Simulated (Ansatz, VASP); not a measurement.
**One calculation of Zr2Br3Cl, two programs**

```
Zr Br Cl
1.0
     3.00888   -5.41505    0.00000
     3.00888    5.41505    0.00000
     0.00000    0.00000    4.96618
Zr Br Cl
2 3 1
Direct
  0.50000 0.00000 0.50000
  0.00000 0.50000 0.50000
  0.67796 0.32204 0.00000
  0.32204 0.67796 0.00000
  0.50000 0.50000 0.50000
  0.00000 0.00000 0.00000
```

Change from the starting cell: species swapped into the LaAl2Ag3 type (Cmmm, No. 65).

Alike in both runs: task single point; functional PBE; k mesh 4 × 4 × 4; occupations gaussian, width 0.1 eV; no spin polarisation.

```csv
,VASP,Ansatz
version,VASP 6.6.1,Ansatz 0.2.0
potentials or method,"VASP PAW PBE potentials, release 64 (Zr_sv, Br, Cl), cutoff 520 eV","scalar-relativistic, plane waves, PAW"
valence electrons in the cell,52,52
```

VASP gave:

```
gap on the k mesh at the Fermi level (eV)                     : none
pressure (GPa)                                                : -3.2
traceless stress, the component that is largest in VASP (GPa) : 2.15
rms of the force components (eV/Å)                            : 0.223
```

Problem. Which values does Ansatz return?

Solution. gap on the k mesh at the Fermi level (eV): none; pressure (GPa): -3.2; traceless stress, the component that is largest in VASP (GPa): 2.17; rms of the force components (eV/Å): 0.224.

Atom by atom the forces differ by 0.000 eV/Å (rms over components). A gap of «none» marks a metal or a gap that the smearing closes.
